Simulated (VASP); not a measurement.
# Tl (Im-3m) in VASP: notebook, part 2 of 2

VASP 6.6.1. Earlier steps stand in the parts before.

## 4. Relaxation of cell and atoms, PBEsol, target pressure 67 GPa, at which the enthalpy is minimised

This run uses another cell than the first one, of 17.58 Å³/atom.

File INCAR:

```
PREC = Accurate
ENCUT = 600
EDIFF = 1E-6
ISMEAR = -1
SIGMA = 0.08
LREAL = F
LASPH = T
NELM = 60
ALGO = Normal
ISIF = 3
LWAVE = F
LCHARG = F
GGA = PS
IBRION = 2
NSW = 32
EDIFFG = -0.005
PSTRESS = 670.0
```

File KPOINTS:

```
regular mesh
0
Gamma
  16 16 16
```

File POSCAR:

```
Tl
1.0
   -1.6380305922      1.6380305922      1.6380305922
    1.6380305922     -1.6380305922      1.6380305922
    1.6380305922      1.6380305922     -1.6380305922
Tl
1
Direct
    0.0000000000      0.0000000000      0.0000000000
```

Potentials or basis: VASP PAW PBE potentials, release 64 (Tl_d).

Run with:

```
> cat potpaw_PBE.64/Tl_d/POTCAR > POTCAR
> mpirun -np 1 vasp_std > vasp.out
```

OUTCAR:

```text
PREC = Accurate
   ENCUT = 600
   EDIFF = 1E-6
   ISMEAR = -1
   LREAL = F
   LASPH = T
   NELM = 60
   ISIF = 3
   GGA = PS
   IBRION = 2
   NSW = 32
   EDIFFG = -0.005
   PSTRESS = 670.0

 ion  position               nearest neighbor table
   1  0.000  0.000  0.000-

  LATTYP: Found a body centered cubic cell.
 ALAT       =     3.2760611844

  Lattice vectors:

 A1 = (  -1.6380305922,   1.6380305922,   1.6380305922)
 A2 = (   1.6380305922,  -1.6380305922,   1.6380305922)
 A3 = (   1.6380305922,   1.6380305922,  -1.6380305922)

Analysis of symmetry for initial positions (statically):
=====================================================================
 Subroutine PRICEL returns:
 Original cell was already a primitive cell.

 Routine SETGRP: Setting up the symmetry group for a
 body centered cubic supercell.

 Subroutine GETGRP returns: Found 48 space group operations
 (whereof 48 operations were pure point group operations)
 out of a pool of 48 trial point group operations.

The static configuration has the point symmetry O_h .

Analysis of symmetry for dynamics (positions and initial velocities):
[... 165 lines left out ...]
  Total        7.3669829      7.3669829      7.3669829     -0.0000000     -0.0000000      0.0000000
  in kB      671.3890123    671.3890123    671.3890123     -0.0000000     -0.0000000      0.0000000
  external PRESSURE =       1.3890123 kB  Pullay stress =     670.0000000 kB
[... 98 lines left out ...]
--------------------------------------- Ionic step        4  -------------------------------------------

 number of electron      12.9999998 magnetization

 Free energy of the ion-electron system (eV)
  ---------------------------------------------------
  ext. energy  EPLUGINS =         0.00000000
  ---------------------------------------------------
  free energy    TOTEN  =        -1.25738214 eV

  energy without entropy =       -1.24956311  energy(sigma->0) =       -1.25347263

 E-fermi :  13.4541     XC(G=0): -13.0279

 val. band max:       13.4486529330   @ k =   0.3125   0.0625   0.0625
 cond. band min:      13.4829630554   @ k =  -0.3750   0.4375   0.1875
 fundamental gap:      0.0343101223
 Fermi energy:        13.4541221493

 k-point     1 :       0.0000    0.0000    0.0000
  band No.  band energies     occupation
      1      -1.3767      2.00000
      2       0.0576      2.00000
      3       0.0576      2.00000
      4       0.0576      2.00000
      5       1.3200      2.00000
      6       1.3200      2.00000
      7      25.9582      0.00000
      8      25.9582      0.00000
      9      25.9582      0.00000
     10      30.4848      0.00000
[... 287 lines left out ...]
 k-point    24 :       0.2500    0.1875    0.0000
  band No.  band energies     occupation
      1      -0.5343      2.00000
      2      -0.1178      2.00000
      3       0.8285      2.00000
      4       1.1128      2.00000
      5       1.4981      2.00000
      6       4.7751      2.00000
      7      14.9389      0.00000
      8      17.9841      0.00000
      9      22.4187      0.00000
     10      27.8979      0.00000

 [... further k-points ...]

------------------------ aborting loop because EDIFF is reached ----------------------------------------

  FORCE on cell =-STRESS in cart. coord.  units (eV):
  Direction    XX          YY          ZZ          XY          YZ          ZX
  --------------------------------------------------------------------------------------
  -------------------------------------------------------------------------------------
  Total        7.3566309      7.3566309      7.3566309     -0.0000000     -0.0000000      0.0000000
  in kB      670.2966675    670.2966675    670.2966675     -0.0000000     -0.0000000      0.0000000
  external PRESSURE =       0.2966675 kB  Pullay stress =     670.0000000 kB
[... 20 lines left out ...]
  energy  without entropy=       -1.2495631103  energy(sigma->0) =       -1.25347263

  enthalpy is  TOTEN    =         6.0959927549 eV   P V=        7.3533748952

 reached required accuracy - stopping structural energy minimisation
```

OSZICAR:

```text
N       E                     dE             d eps       ncg     rms          rms(c)
DAV:   1     0.506624382131E+02    0.50662E+02   -0.80320E+03  3156   0.137E+03
DAV:   2    -0.890352462110E+00   -0.51553E+02   -0.50785E+02  3072   0.250E+02
DAV:   3    -0.136503394072E+01   -0.47468E+00   -0.47395E+00  3344   0.225E+01
DAV:   4    -0.136646646943E+01   -0.14325E-02   -0.14325E-02  3182   0.139E+00
[... 19 lines left out ...]
   3 F= 0.60959926E+01 E0= 0.60999027E+01  d E =-.166353E-05
       N       E                     dE             d eps       ncg     rms          rms(c)
DAV:   1    -0.125738632065E+01    0.13160E-02   -0.68384E-05  3052   0.106E-01    0.110E-02
DAV:   2    -0.125738260289E+01    0.37178E-05   -0.70268E-06  2832   0.343E-02    0.585E-03
DAV:   3    -0.125738214032E+01    0.46256E-06   -0.17550E-06  1524   0.174E-02
   4 F= 0.60959928E+01 E0= 0.60999023E+01  d E =-.147543E-05
```

CONTCAR:

```text
Tl
   1.00000000000000
    -1.6381518834098781    1.6381518834098781    1.6381518834098781
     1.6381518834098781   -1.6381518834098781    1.6381518834098781
     1.6381518834098781    1.6381518834098781   -1.6381518834098781
  Tl
     1
Direct
     0.0000000000000000    0.0000000000000000    0.0000000000000000

  0.00000000E+00  0.00000000E+00  0.00000000E+00
```

It took 24 s on 1 thread of AMD EPYC 9R45 (Zen 5), shared host; peak memory 0.14 GiB.

What came out:

| Item | Value |
| --- | --- |
| Free energy | -1.2574 eV |
| Relaxed volume | 17.58 Å³/atom |
| Relaxed cell | a = 2.837 Å, b = 2.837 Å, c = 2.837 Å, α = 109.47°, β = 109.47°, γ = 109.47° |
| Space group after relaxing (to 0.1 Å) | Im-3m (No. 229) |
| Energy change on relaxing (the run minimises the enthalpy) | -1.6 meV/atom |
| Ionic steps | 4 |
| Pressure after relaxing | 67.0 GPa |
| Band gap on the k mesh | zero (an odd number of electrons rules out a gap without spin polarisation) |

Step by step:
```csv
step,energy change (eV),largest force (eV/Å),pressure (GPa),volume (Å³)
1,0.0000,0.0000,67.14,17.58
2,-0.0162,0.0000,66.38,17.62
3,-0.0030,0.0000,66.89,17.59
4,-0.0016,0.0000,67.03,17.58
```

Final structure:
```yaml
crystal:
  lattice:
    - [-1.63815, 1.63815, 1.63815]
    - [1.63815, -1.63815, 1.63815]
    - [1.63815, 1.63815, -1.63815]
  atoms:
    - { symbol: Tl, position: [0.00000, 0.00000, 0.00000] }
```

Caveat: the cell is relaxed towards a set pressure, so the run minimises the enthalpy, not the energy; the PAW data sets were made with another functional, which shifts forces and pressure a little; spin-orbit coupling is left out, which moves the levels of the heavy elements.

## 5. Relaxation of cell and atoms, PBEsol

File INCAR:

```
PREC = Accurate ; ENCUT = 600
EDIFF = 1E-6 ; ISMEAR = -1
SIGMA = 0.08 ; LREAL = F
LASPH = T ; NELM = 60
ALGO = Normal ; ISIF = 3
LWAVE = F ; LCHARG = F
GGA = PS ; IBRION = 2
NSW = 60 ; EDIFFG = -0.005
```

File KPOINTS:

```
Automatic mesh
0
Gamma
  16 16 16
```

File POSCAR:

```
Tl
1.0
   -1.9263637944      1.9263637944      1.9263637944
    1.9263637944     -1.9263637944      1.9263637944
    1.9263637944      1.9263637944     -1.9263637944
Tl
1
Direct
    0.0000000000      0.0000000000      0.0000000000
```

Run with:

```
> cat potpaw_PBE.64/Tl_d/POTCAR > POTCAR
> mpirun -np 1 vasp_std > vasp.out
```

Wall time 22 s (1 thread of AMD EPYC 9R45 (Zen 5), shared host); peak memory 0.16 GiB.

The run converged. Its results:

* Free energy: -2.6318 eV
* Pressure after relaxing: 0.0 GPa
* Band gap on the k mesh: zero (an odd number of electrons rules out a gap without spin polarisation)

Final structure:
```
Tl
1.0
    -1.92636    1.92636    1.92636
     1.92636   -1.92636    1.92636
     1.92636    1.92636   -1.92636
Tl
1
Direct
  0.00000 0.00000 0.00000
```

Levels at points of the mesh, in eV from the Fermi level:
```
           k point  band 2  band 3  band 4  band 5  band 6  band 7  band 8  band 9  band 10
(0.00, 0.00, 0.00)  -11.58  -11.58  -11.15  -11.15  -10.04   10.87   10.87   10.87    12.35
(0.50, 0.00, 0.00)  -11.75  -11.18  -11.14  -10.86   -4.99   -2.74    5.85    7.18    10.13
(0.50, 0.50, 0.50)  -11.80  -10.93  -10.93  -10.93   -1.55    1.44    1.44    1.44     6.52
```

Caveat: the relaxation stopped at its first step, so nothing moved; the PAW data sets were made with another functional, which shifts forces and pressure a little; spin-orbit coupling is left out, which moves the levels of the heavy elements.

## 6. Overview

| task | cell | cutoff (eV) | gap on the mesh (eV) | pressure (GPa) |
| --- | --- | --- | --- | --- |
| single point | a = 3.337 Å, angles 109.5°, 1 atom | 520 | none | -0.1 |
| relaxation of cell and atoms | relaxed to 67 GPa from a = 2.837 Å, angles 109.5°, 1 atom | 600 | none | 67.0 |
| relaxation of cell and atoms | relaxed from a = 3.337 Å, angles 109.5°, 1 atom | 600 | none | 0.0 |

Alike in all rows: level PBEsol; potentials or basis VASP PAW PBE potentials, release 64 (Tl_d); no spin polarisation; k mesh 16 × 16 × 16; smearing fermi-dirac 0.08 eV.

Caveats: the PAW data sets were made with another functional, which shifts forces and pressure a little; spin-orbit coupling is left out, which moves the levels of the heavy elements; the cell is relaxed towards a set pressure, so the run minimises the enthalpy, not the energy (at least some runs); the relaxation stopped at its first step, so nothing moved (at least some runs).

Absolute energies hang on the potentials; compare differences alone.
